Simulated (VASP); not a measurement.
Set up this calculation in VASP 6.6.1, as the native input.

| Quantity | Value |
| --- | --- |
| Task | single point |
| Functional | PBE |
| Dispersion | D3(BJ) |
| Potentials or basis | VASP PAW PBE potentials, release 64 (Ge_d, W_sv) |
| Cutoff | 520 eV |
| k mesh | 9 × 9 × 9 |
| Occupations | fermi-dirac, width 0.05 eV |
| Spin | no spin polarisation |
| Dipole correction | no |
| Further INCAR settings | ALGO = Normal; EDIFF = 1e-07; NBANDS = 21 |

The structure of GeW lies in POSCAR:

```
GeW
1.0
    0.0000000000      2.5546493101      2.5546493101
    2.5546493101      0.0000000000      2.5546493101
    2.5546493101      2.5546493101      0.0000000000
Ge W
1 1
Direct
    0.5000000000      0.5000000000      0.5000000000
    0.0000000000      0.0000000000      0.0000000000
```

One way to write it, as run:

INCAR

```
SYSTEM = GeW
PREC = Accurate
ENCUT = 520
EDIFF = 1E-7
ISMEAR = -1
SIGMA = 0.05
LREAL = .False.
LASPH = .True.
NELM = 60
ALGO = Normal
ISIF = 2
LWAVE = .False.
LCHARG = .False.
GGA = PE
IVDW = 12
NBANDS = 21
```

KPOINTS

```
regular mesh
0
Gamma
  9 9 9
  0 0 0
```

Potentials or basis: VASP PAW PBE potentials, release 64 (Ge_d, W_sv).

Command:

```bash
$ cat potpaw_PBE.64/Ge_d/POTCAR potpaw_PBE.64/W_sv/POTCAR > POTCAR
$ mpirun -np 1 vasp_std > vasp.out
```

Results of the run:

- Pressure: 0.3 GPa
- Band gap on the k mesh: zero (band 14 reaches 9.98 eV, above the bottom of band 15 at 8.19 eV)
- Dispersion energy per atom: -0.522 eV

Caveat: spin-orbit coupling is left out, which moves the levels of the heavy elements; pairwise dispersion overbinds metals, which lowers pressure and volume.

Wall time 16 s on 1 thread of AMD EPYC 9R45 96-Core Processor (Zen 5) (shared host), peak memory 0.15 GiB.
